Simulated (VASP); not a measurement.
Write the native input for VASP 6.6.1 that does the following.

| Quantity | Value |
| --- | --- |
| Task | single point |
| Functional | PBEsol |
| Potentials or basis | VASP PAW PBE potentials, release 64 (Cr_sv) |
| Cutoff | 520 eV |
| k mesh | 1 × 1 × 15 |
| Occupations | gaussian, width 0.05 eV |
| Spin | collinear spin, ferromagnetic start |
| Starting moments | [1.5, 1.5] μB |
| Dipole correction | no |
| Further INCAR settings | ALGO = Normal; EDIFF = 1e-06; NBANDS = 25 |

The structure of Cr lies in POSCAR:

```
Cr
1.0
    9.0000000000      0.0000000000      0.0000000000
    0.0000000000      9.3000000000      0.0000000000
    0.0000000000      0.0000000000      4.3868569909
Cr
2
Direct
    0.5000000000      0.5000000000      0.0000000000
    0.5000000000      0.5000000000      0.4650000000
```

These files were run (other wordings do the same):

INCAR

```
ALGO = Normal ; EDIFF = 1E-6
ENCUT = 520 ; GGA = PS
GGA_COMPAT = F ; ISIF = 2
ISMEAR = 0 ; ISPIN = 2
LASPH = T ; LCHARG = F
LMAXMIX = 4 ; LORBIT = 11
LREAL = F ; LWAVE = F
MAGMOM = 1.5 1.5 ; NBANDS = 25
NELM = 200 ; PREC = Accurate
SIGMA = 0.05
```

KPOINTS

```
k-points
0
Gamma
  1 1 15
```

Potentials or basis: VASP PAW PBE potentials, release 64 (Cr_sv).

Command:

```sh
$ cat potpaw_PBE.64/Cr_sv/POTCAR > POTCAR
$ mpirun -np 1 vasp_std > vasp.out
```

It gave:

```yaml
Largest_force: 2.009 eV/Å
Net_moment: 4.61 μB per cell
Site_moments: Cr +1.79 μB
Valence_electrons_inside_the_program's_atomic_spheres: Cr 11.91
```

Caveat: the PAW data sets were made with another functional, which shifts forces and pressure a little.

Wall time 2.4 min on 1 thread of AMD EPYC 9R45 96-Core Processor (Zen 5) (shared host), peak memory 0.55 GiB.
